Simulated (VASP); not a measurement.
Ti: relaxation of cell and atoms with PBE+D3(BJ)

Crystal: Ti.

```
CELL_PARAMETERS angstrom
2.93858 0.00000 0.00000
-1.46929 2.54489 0.00000
0.00000 0.00000 4.65043
ATOMIC_POSITIONS crystal
Ti 0.33333 0.66667 0.25000
Ti 0.66667 0.33333 0.75000
```

```json
{
 "Program": "VASP 6.6.1",
 "Task": "relaxation of cell and atoms",
 "Functional": "PBE",
 "Dispersion": "D3(BJ)",
 "Potentials or basis": "VASP PAW PBE potentials, release 64 (Ti_sv)",
 "Cutoff": "600 eV",
 "k mesh": "18 × 18 × 10",
 "Occupations": "gaussian, width 0.1 eV",
 "Spin": "no spin polarisation",
 "Dipole correction": "no",
 "Further INCAR settings": "ALGO = Fast; EDIFF = 1e-07; IBRION = 2; EDIFFG = -0.005; NSW = 70; ISIF = 3"
}
```

```json
{
  "Relaxed volume": "16.46 Å³/atom",
  "Relaxed cell": "a = 2.884 Å, b = 2.884 Å, c = 4.568 Å, α = 90.00°, β = 90.00°, γ = 120.00°",
  "Space group after relaxing (to 0.05 Å)": "P6_3/mmc (No. 194)",
  "Energy gained by relaxing": "18.4 meV/atom",
  "Ionic steps": "5",
  "Pressure after relaxing": "0.0 GPa",
  "Band gap on the k mesh": "zero (band 12 reaches 9.72 eV, above the bottom of band 13 at 8.60 eV)",
  "Dispersion energy per atom": "-0.636 eV"
}
```

The path:
| step | energy change (eV) | largest force (eV/Å) | pressure (GPa) | volume (Å³) |
| --- | --- | --- | --- | --- |
| 1 | 0.0000 | 0.0000 | -6.05 | 34.78 |
| 2 | -0.0152 | 0.0000 | 5.34 | 31.57 |
| 3 | -0.0368 | 0.0000 | -0.01 | 32.92 |
| 4 | -0.0368 | 0.0000 | 0.08 | 32.88 |
| 5 | -0.0368 | 0.0000 | 0.00 | 32.91 |

Final structure:
```xyz
2
Lattice="2.8845 0.0000 0.0000 -1.4422 2.4980 0.0000 0.0000 0.0000 4.5679" Properties=species:S:1:pos:R:3 pbc="T T T"
Ti    0.0000    1.6654    1.1420
Ti    1.4422    0.8327    3.4259
```

Levels at points of the mesh, in eV from the Fermi level:
| k point | band 10 | band 11 | band 12 | band 13 | band 14 | band 15 |
| --- | --- | --- | --- | --- | --- | --- |
| (0.00, 0.00, 0.00) | -2.83 | 0.79 | 0.79 | 0.92 | 0.92 | 1.33 |
| (0.50, 0.00, 0.00) | -2.33 | -2.00 | -0.58 | 0.48 | 0.67 | 1.25 |
| (0.00, 0.00, 0.50) | -4.41 | 0.07 | 0.07 | 0.69 | 0.69 | 0.69 |
| (0.50, 0.00, 0.50) | -2.70 | -0.89 | -0.89 | 1.47 | 1.47 | 1.82 |

Run time: 11 min on 1 thread of Intel(R) Xeon(R) 6975P-C (Granite Rapids), with other jobs on the host, peak memory 0.31 GiB.

Caveat: pairwise dispersion overbinds metals, which lowers pressure and volume.
